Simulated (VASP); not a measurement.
Mg3BeS:

```
Mg Be S
1.0
     4.14971    0.00000    0.00000
    -2.07485    3.59375    0.00000
     0.00000    0.00000    4.98048
Mg Be S
3 1 1
Direct
  0.66667 0.33333 0.24892
  0.66667 0.33333 0.75108
  0.00000 0.00000 0.00000
  0.33333 0.66667 0.00000
  0.00000 0.00000 0.50000
```

The cell was built from a structure type or drawn by symmetry, and may not be a known phase.

* Program: VASP 6.6.1
* Task: relaxation of cell and atoms
* Functional: PBE
* Potentials or basis: VASP PAW PBE potentials, release 64 (Mg, Be, S)
* Cutoff: 600 eV
* k mesh: 6 × 6 × 4
* Occupations: gaussian, width 0.1 eV
* Spin: no spin polarisation

At the start: pressure 21.0 GPa; volume 14.85 Å³/atom.

**Question.** How do energy, volume and symmetry change on relaxing?

**Answer.** Over 25 steps the energy falls by 362.3 meV/atom and the volume is 19.50 Å³/atom (+31.3 %); space group P-6m2 (No. 187, to 0.1 Å) before and after.

The path:
| step | energy change (eV) | largest force (eV/Å) | pressure (GPa) | volume (Å³) |
| --- | --- | --- | --- | --- |
| 1 | 0.0000 | 0.1078 | 20.98 | 74.27 |
| 2 | -1.5617 | 0.1285 | -0.21 | 96.93 |
| 3 | -1.5647 | 0.1272 | -1.63 | 100.10 |
| 4 | -1.5673 | 0.1282 | -1.19 | 99.05 |
| 5 | -1.6281 | 0.0217 | -0.60 | 97.52 |
| 6 | -1.6551 | 0.2424 | 0.23 | 95.82 |
| 7 | -1.6554 | 0.2720 | 0.33 | 95.60 |
| 8 | -1.6646 | 0.1881 | 0.06 | 96.04 |
| 9 | -1.6742 | 0.0726 | -0.40 | 96.86 |
| 10 | -1.6845 | 0.0629 | -1.18 | 98.46 |
| 11 | -1.6950 | 0.4702 | -2.11 | 101.48 |
| 12 | -1.6937 | 0.1918 | -1.65 | 99.69 |
| 13 | -1.6986 | 0.3194 | -1.92 | 100.60 |
| 14 | -1.7013 | 0.3280 | -1.91 | 100.62 |
| 15 | -1.7086 | 0.3589 | -1.88 | 100.68 |
| 16 | -1.7192 | 0.4170 | -1.83 | 100.79 |
| 17 | -1.7348 | 0.4839 | -1.67 | 100.94 |
| 18 | -1.7074 | 0.8392 | -1.07 | 100.99 |
| 19 | -1.7372 | 0.5709 | -1.55 | 100.98 |
| 20 | -1.7524 | 0.5186 | -1.36 | 100.50 |
| 21 | -1.7877 | 0.3651 | -0.78 | 99.06 |
| 22 | -1.8078 | 0.0589 | 0.56 | 96.18 |
| 23 | -1.8094 | 0.1249 | 0.27 | 96.79 |
| 24 | -1.8103 | 0.0996 | 0.17 | 96.98 |
| 25 | -1.8114 | 0.0280 | -0.12 | 97.52 |

Final structure:
```cif
data_structure
_symmetry_space_group_name_H-M 'P 1'
_symmetry_Int_Tables_number 1
_cell_length_a 3.9789
_cell_length_b 3.9789
_cell_length_c 7.1128
_cell_angle_alpha 90.000
_cell_angle_beta 90.000
_cell_angle_gamma 120.000
_cell_volume 97.52
loop_
_atom_site_label
_atom_site_type_symbol
_atom_site_fract_x
_atom_site_fract_y
_atom_site_fract_z
_atom_site_occupancy
Mg1 Mg 0.66667 0.33333 0.28406 1
Mg2 Mg 0.66667 0.33333 0.71594 1
Mg3 Mg 0.00000 0.00000 0.00000 1
Be1 Be 0.33333 0.66667 0.00000 1
S1 S 0.00000 0.00000 0.50000 1
```

Caveat: the volume moved by over 15 % at a fixed basis, so the end points are rough.
